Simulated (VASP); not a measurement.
# Re (I4/mmm) in VASP: single point with r2SCAN

Aim: the single point of Re with r2SCAN.

All numbers are computed with VASP 6.6.1; they aren't measurements. Logs are shortened: lines on timing, memory, paths and dates and some standing lists are left out, and cuts for length are marked.

**1. The cell of the first run**

Symmetry: I4/mmm, No. 139, tetragonal system. Conventional cell: a = 2.793 Å, b = 2.793 Å, c = 4.029 Å, α = 90.00°, β = 90.00°, γ = 90.00°. Within 3.7 Å of Re (site symmetry 4/mmm) lie 12 Re at 2.79 to 2.82 Å.

**2. Single point, r2SCAN (strain +0.0200 x Voigt [0, 1, 0, 0, 0, 0])**

POSCAR reads:

```
Re
1.0
    0.0000000000      2.0145000000      1.9750000000
    1.9750000000      0.0000000000      1.9750000000
    1.9750000000      2.0145000000      0.0000000000
Re
1
Direct
    0.0000000000      0.0000000000      0.0000000000
```

INCAR.step1 reads:

```
  ALGO = Normal
  EDIFF = 1E-4
  ENCUT = 520
  GGA = PE
  ISMEAR = 0
  LASPH = True
  LCHARG = False
  LREAL = False
  LWAVE = True
  NBANDS = 10
  NELM = 100
  PREC = Accurate
  SIGMA = 0.15
```

INCAR.step2 reads:

```
  ALGO = Normal
  EDIFF = 1E-6
  ENCUT = 520
  ISIF = 2
  ISMEAR = 0
  ISTART = 1
  LASPH = True
  LCHARG = False
  LMIXTAU = True
  LREAL = False
  LWAVE = False
  METAGGA = R2SCAN
  NBANDS = 10
  NELM = 100
  PREC = Accurate
  SIGMA = 0.15
```

KPOINTS reads:

```
k-points
0
Gamma
  20 20 20
```

Potentials or basis: VASP PAW PBE potentials, release 64 (Re).

Launch:

```bash
$ cat potpaw_PBE.64/Re/POTCAR > POTCAR
$ cp INCAR.step1 INCAR
$ mpirun -np 1 vasp_std > vasp.out
$ cp INCAR.step2 INCAR
$ mpirun -np 1 vasp_std > vasp.out
```

OUTCAR:

```text
EDIFF = 1E-6
   ENCUT = 520
   ISIF = 2
   ISMEAR = 0
   ISTART = 1
   LASPH = True
   LREAL = False
   METAGGA = R2SCAN
   NELM = 100
   PREC = Accurate

 ion  position               nearest neighbor table
   1  0.000  0.000  0.000-

  LATTYP: Found a body centered tetragonal cell.
 ALAT       =     2.7930717857
 C/A-ratio  =     1.4424978336

  Lattice vectors:

 A1 = (   0.0000000000,  -2.0145000000,   1.9750000000)
 A2 = (   0.0000000000,  -2.0145000000,  -1.9750000000)
 A3 = (   1.9750000000,   2.0145000000,   0.0000000000)

Analysis of symmetry for initial positions (statically):
=====================================================================
 Subroutine PRICEL returns:
 Original cell was already a primitive cell.

 Routine SETGRP: Setting up the symmetry group for a
 body centered tetragonal supercell.

 Subroutine GETGRP returns: Found 16 space group operations
 (whereof 16 operations were pure point group operations)
 out of a pool of 16 trial point group operations.

The static configuration has the point symmetry D_4h.

Analysis of symmetry for dynamics (positions and initial velocities):
=====================================================================
 Subroutine PRICEL returns:
 Original cell was already a primitive cell.

 Routine SETGRP: Setting up the symmetry group for a
 body centered tetragonal supercell.

 Subroutine GETGRP returns: Found 16 space group operations
 (whereof 16 operations were pure point group operations)
 out of a pool of 16 trial point group operations.

The dynamic configuration has the point symmetry D_4h.

 Subroutine INISYM returns: Found 16 space group operations
 (whereof 16 operations are pure point group operations),
 and found     1 'primitive' translations

----------------------------------------------------------------------------------------

                                     Primitive cell

  volume of cell :      15.7156

  direct lattice vectors                    reciprocal lattice vectors
     0.000000000  2.014500000  1.975000000    -0.253164557  0.248200546  0.253164557
     1.975000000  0.000000000  1.975000000     0.253164557 -0.248200546  0.253164557
     1.975000000  2.014500000  0.000000000     0.253164557  0.248200546 -0.253164557

  length of vectors
     2.821140771  2.793071786  2.821140771     0.435646757  0.435646757  0.435646757

  position of ions in fractional coordinates (direct lattice)
     0.000000000  0.000000000  0.000000000

  ion indices of the primitive-cell ions
   primitive index   ion index
                 1           1
[... 78 lines left out ...]
   ISIF   =      2    stress and relaxation
   ISYM   =      2    0-nonsym 1-usesym 2-fastsym
   POTIM  = 0.5000    time-step for ionic-motion
   TEBEG  =    0.0;   TEEND  =   0.0 temperature during run
   PSTRESS=    0.0 pullay stress
   NELECT =       7.0000    total number of electrons
   NUPDOWN=      -1.0000    fix difference up-down
   EMIN   =  10.00;   EMAX   =-10.00  energy-range for DOS
   EFERMI =   0.00;   METHOD = LEGACY
   ISMEAR =     0;   SIGMA  =   0.15  broadening in eV -4-tet -1-fermi 0-gaus
   EFERMI_NEDOS =   21; number of points for ismear=-14 and -15
   IALGO  =     38    algorithm
   IMIX   =      4    mixing-type and parameters
     AMIX     =   0.40;   BMIX     =  1.00
     AMIX_MAG =   1.60;   BMIX_MAG =  1.00
  volume/ion in A,a.u.               =      15.72       106.05
  Fermi-wavevector in a.u.,A,eV,Ry     =   1.250250  2.362631 21.267623  1.563126
  Thomas-Fermi vector in A             =   2.384253
   LORBIT       =      0    0 simple, 1 ext, 2 COOP (PROOUT), +10 PAW based schemes
   METAGGA = R2SCAN    functional components
   LHFCALC =     F    Hartree Fock is set to
   AEXX    =    0.0000 exact exchange contribution
   IVDW    =     0    specifies the selected vdW correction
   LEPSILON=     F    determine dielectric tensor
   LRPA    =     F    only Hartree local field effects (RPA)
 non-spin polarized calculation
 Gauss-broadening in eV      SIGMA  =   0.15
  energy-cutoff  :      520.00
  volume of cell :       15.72
 maximum number of plane-waves:       444
 NGX is ok and might be reduce to    24
   NGX = 11   NGY = 11   NGZ = 11

 number of electron       7.0000000 magnetization

 Free energy of the ion-electron system (eV)
  ---------------------------------------------------
  ext. energy  EPLUGINS =         0.00000000
  ---------------------------------------------------
  free energy    TOTEN  =       -52.32457963 eV

  energy without entropy =      -52.31539711  energy(sigma->0) =      -52.31998837

 E-fermi :   7.2076     XC(G=0): -14.5872

 val. band max:        7.2054627658   @ k =   0.3000   0.2000   0.1000
 cond. band min:       7.2094763540   @ k =   0.4000   0.3500   0.0000
 fundamental gap:      0.0040135882
 Fermi energy:         7.2076241568

 k-point     1 :       0.0000    0.0000    0.0000
  band No.  band energies     occupation
      1      -2.9943      2.00000
      2       5.1407      2.00000
      3       5.4320      2.00000
      4       5.4320      2.00000
      5       8.2288      0.00000
      6       8.6130      0.00000
      7      21.6329      0.00000
      8      26.9005      0.00000
      9      27.5753      0.00000
     10      27.5753      0.00000
[... 287 lines left out ...]
 k-point    24 :      -0.3500    0.0500    0.0000
  band No.  band energies     occupation
      1       0.4039      2.00000
      2       5.2854      2.00000
      3       5.4124      2.00000
      4       5.5767      2.00000
      5       9.4937      0.00000
      6      10.3040      0.00000
      7      18.9189      0.00000
      8      22.6827      0.00000
      9      28.6409      0.00000
     10      30.1908      0.00000

 [... further k-points ...]

------------------------ aborting loop because EDIFF is reached ----------------------------------------

  FORCE on cell =-STRESS in cart. coord.  units (eV):
  Direction    XX          YY          ZZ          XY          YZ          ZX
  --------------------------------------------------------------------------------------
  -------------------------------------------------------------------------------------
  Total       -1.9623646     -2.4616095     -1.9623646      0.0000000     -0.0000000      0.0000000
  in kB     -200.0593339   -250.9564033   -200.0593339      0.0000000     -0.0000000      0.0000000
  external PRESSURE =    -217.0250237 kB  Pullay stress =       0.0000000 kB

 VOLUME and BASIS-vectors are now :
 -----------------------------------------------------------------------------
  energy-cutoff  :      520.00
  volume of cell :       15.72
      direct lattice vectors                 reciprocal lattice vectors
     0.000000000  2.014500000  1.975000000    -0.253164557  0.248200546  0.253164557
     1.975000000  0.000000000  1.975000000     0.253164557 -0.248200546  0.253164557
     1.975000000  2.014500000  0.000000000     0.253164557  0.248200546 -0.253164557

 POSITION                                       TOTAL-FORCE (eV/Angst)
 -----------------------------------------------------------------------------------
      0.00000      0.00000      0.00000         0.000000      0.000000      0.000000
 -----------------------------------------------------------------------------------
    total drift:                               -0.000000     -0.000000     -0.000000

  FREE ENERGIE OF THE ION-ELECTRON SYSTEM (eV)
  ---------------------------------------------------
  free  energy   TOTEN  =       -52.3245796309 eV

  energy  without entropy=      -52.3153971091  energy(sigma->0) =      -52.31998837
```

Wall time 4.8 min (1 thread of Intel Xeon Platinum 8488C (Sapphire Rapids), shared host); peak memory 0.24 GiB.

What came out:

| Item | Value |
| --- | --- |
| Free energy | -52.3246 eV |
| Pressure | -21.7 GPa |
| Band gap on the k mesh | zero (an odd number of electrons rules out a gap without spin polarisation) |

Caveat: the cell differs from its parent crystal (strain +0.0200 x Voigt [0, 1, 0, 0, 0, 0]); the cell stands under tension; the PAW data sets were made with another functional, which shifts forces and pressure a little; spin-orbit coupling is left out, which moves the levels of the heavy elements.
